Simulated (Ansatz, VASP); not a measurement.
Tl in VASP and in Ansatz

The input INCAR:

```
ALGO     = Normal         # electronic algorithm
EDIFF    = 1E-7           # SCF threshold, eV
ENCUT    = 520            # plane-wave cutoff, eV
GGA      = PS             # functional
ISIF     = 2              # what is computed and relaxed
ISMEAR   = -1             # smearing method
LASPH    = True           # aspherical terms in the spheres
LCHARG   = False          # write CHGCAR
LREAL    = False          # projectors in reciprocal space
LWAVE    = False          # write WAVECAR
NBANDS   = 20             # bands
NELM     = 80             # most SCF steps
PREC     = Accurate       # precision mode
SIGMA    = 0.05           # smearing width, eV
```

The input KPOINTS:

```
k-points
0
Gamma
  8 8 8
```

The input POSCAR:

```
Tl
1.0
    0.0000000000      3.4017220227      3.4017220227
    3.4017220227      0.0000000000      3.4017220227
    3.4017220227      3.4017220227      0.0000000000
Tl
2
Direct
   -0.0875000000     -0.1375000000     -0.1375000000
    0.0875000000      0.1375000000      0.1375000000
```

Input for Ansatz:

```yaml
crystal:
  lattice:
    - [0.0, 3.4017220227, 3.4017220227]
    - [3.4017220227, 0.0, 3.4017220227]
    - [3.4017220227, 3.4017220227, 0.0]
  atoms:
    - { symbol: Tl, position: [-0.0875, -0.1375, -0.1375] }
    - { symbol: Tl, position: [0.0875, 0.1375, 0.1375] }
kpoints:
  mp_grid: { grid: [8, 8, 8] }
scf:
  occupations: { method: fermi_dirac, width: 0.05 }
hamiltonian:
  xc: pbesol
  pseudopotentials: { kind: all_electron, lapw: { basis_error: 0.001 } }
output:
  forces: true
  stress: true
  eigenvalues: true
  populations: true
```

Change from the starting cell: shortest bond scaled by 1.1, LAPW.

Alike in both runs: task single point; functional PBEsol; k mesh 8 × 8 × 8; occupations fermi-dirac, width 0.05 eV; no spin polarisation.

|  | VASP | Ansatz |
| --- | --- | --- |
| version | VASP 6.6.1 | Ansatz 0.2.0 |
| potentials or method | VASP PAW PBE potentials, release 64 (Tl_d), cutoff 520 eV | all-electron LAPW, scalar-relativistic |

Ansatz gave:

```
pressure (GPa)                                                : 1.3
traceless stress, the component that is largest in VASP (GPa) : 1.81
rms of the force components (eV/Å)                            : 0.196
```

Estimate VASP's values.

pressure (GPa): 1.2; traceless stress, the component that is largest in VASP (GPa): 1.81; rms of the force components (eV/Å): 0.196.

VASP's potentials were made for PBE, not for PBEsol. Atom by atom the forces differ by 0.000 eV/Å (rms over components). Ansatz ran all-electron here, and VASP with PAW potentials.

Spin-orbit coupling is off throughout.
